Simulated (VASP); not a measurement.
Set up this calculation in VASP 6.6.1, as the native input.

* Task: relaxation of cell and atoms
* Functional: PBE
* Potentials or basis: VASP PAW PBE potentials, release 64 (Mg, Si, C)
* Cutoff: 600 eV
* k mesh: 6 × 6 × 6
* Occupations: gaussian, width 0.1 eV
* Spin: no spin polarisation
* Dipole correction: no
* Further INCAR settings: ALGO = Normal; EDIFF = 1e-07; IBRION = 2; EDIFFG = -0.04; NSW = 90; ISIF = 3

The structure of MgSi2C2 lies in POSCAR:

```
MgSi2C2
1.0
   -1.9207000200      1.9207000200      4.5350638200
    1.9207000200     -1.9207000200      4.5350638200
    1.9207000200      1.9207000200     -4.5350638200
Mg Si C
1 2 2
Direct
    0.0000000000      0.0000000000      0.0000000000
    0.7500000000      0.2500000000      0.5000000000
    0.2500000000      0.7500000000      0.5000000000
    0.3842000100      0.3842000100      0.0000000000
    0.6157999900      0.6157999900      0.0000000000
```

The input as run:

INCAR

```
SYSTEM = MgSi2C2
PREC = Accurate ; ENCUT = 600
EDIFF = 1E-7 ; ISMEAR = 0
SIGMA = 0.1 ; LREAL = .False.
LASPH = .True. ; NELM = 100
ALGO = Normal ; ISIF = 3
LWAVE = .False. ; LCHARG = .False.
GGA = PE ; IBRION = 2
NSW = 90 ; EDIFFG = -0.04
```

KPOINTS

```
Automatic mesh
0
Gamma
  6 6 6
  0 0 0
```

Potentials or basis: VASP PAW PBE potentials, release 64 (Mg, Si, C).

Launch:

```bash
$ cat potpaw_PBE.64/Mg/POTCAR potpaw_PBE.64/Si/POTCAR potpaw_PBE.64/C/POTCAR > POTCAR
$ mpirun -np 1 vasp_std > vasp.out
```

It gave:

```json
{"Relaxed volume": "15.55 Å³/atom", "Relaxed cell": "a = 6.447 Å, b = 6.447 Å, c = 6.447 Å, α = 147.33°, β = 147.33°, γ = 46.87°", "Space group after relaxing (to 0.05 Å)": "I4/mmm (No. 139)", "Energy gained by relaxing": "681.6 meV/atom", "Ionic steps": "28", "Pressure after relaxing": "-0.1 GPa", "Largest force after relaxing": "0.007 eV/Å", "Band gap on the k mesh": "zero (band 9 reaches 7.34 eV, above the bottom of band 10 at 4.82 eV)"}
```

Caveat: the k points lie up to 0.41 Å⁻¹ apart in the final cell; the volume moved by over 15 % at a fixed basis, so the end points are rough.

Wall time 9.8 min on 1 thread of AMD EPYC 9R45 96-Core Processor (Zen 5) (shared host), peak memory 0.28 GiB.
